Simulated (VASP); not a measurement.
BaSi2C2: single point with PBE

BaSi2C2:

```
Ba Si C
1.0
     3.10026   -4.48192    0.00000
     3.10026    4.48192    0.00000
     0.00000    0.00000    4.10112
Ba Si C
1 2 2
Direct
  0.00000 0.00000 0.50000
  0.62655 0.37345 0.50000
  0.37345 0.62655 0.50000
  0.60841 0.60841 0.00000
  0.39159 0.39159 0.00000
```

The cell was generated, and may not be a known phase.

- Program: VASP 6.6.1
- Task: single point
- Functional: PBE
- Potentials or basis: VASP PAW PBE potentials, release 64 (Ba_sv, Si, C)
- Cutoff: 520 eV
- k mesh: 6 × 6 × 4
- Occupations: gaussian, width 0.1 eV
- Spin: no spin polarisation

```yaml
Pressure: 0.5 GPa
Largest_force: 0.054 eV/Å
Band_gap_on_the_k_mesh: zero (bands 13 and 14 overlap by 2.04 eV)
```

Forces on the atoms (eV/Å):
```
Ba   0.000  0.000  0.000
Si   0.000  0.033  0.000
Si   0.000 -0.033  0.000
C    0.054  0.000  0.000
C   -0.054  0.000  0.000
```

Stress tensor (GPa, compression positive):
```
0.72 0.00 0.00
0.00 0.49 0.00
0.00 0.00 0.28
```

Levels at points of the mesh, in eV from the Fermi level:
| k point | band 11 | band 12 | band 13 | band 14 | band 15 | band 16 |
| --- | --- | --- | --- | --- | --- | --- |
| (0.00, 0.00, 0.00) | -2.76 | -2.00 | -1.08 | 0.92 | 1.52 | 2.45 |
| (0.50, 0.00, 0.00) | -1.98 | -1.84 | -0.26 | 0.49 | 1.63 | 2.10 |
| (0.50, 0.50, 0.00) | -1.74 | -1.23 | 0.10 | 0.27 | 0.75 | 1.25 |
| (0.00, 0.00, 0.50) | -2.97 | -1.53 | -1.03 | 1.07 | 1.38 | 1.51 |
| (0.50, 0.00, 0.50) | -2.98 | -2.06 | 0.26 | 1.16 | 1.97 | 2.31 |
| (0.50, 0.50, 0.50) | -2.11 | -1.58 | 1.13 | 1.50 | 1.65 | 2.09 |

Wall time 2 min on 1 thread of Oxide Virtual Turin-like Processor, with other jobs on the host, peak memory 0.25 GiB.

Caveat: the k points lie up to 0.38 Å⁻¹ apart, too coarse for converged energies and pressures of a metal; spin-orbit coupling is left out, which moves the levels of the heavy elements.
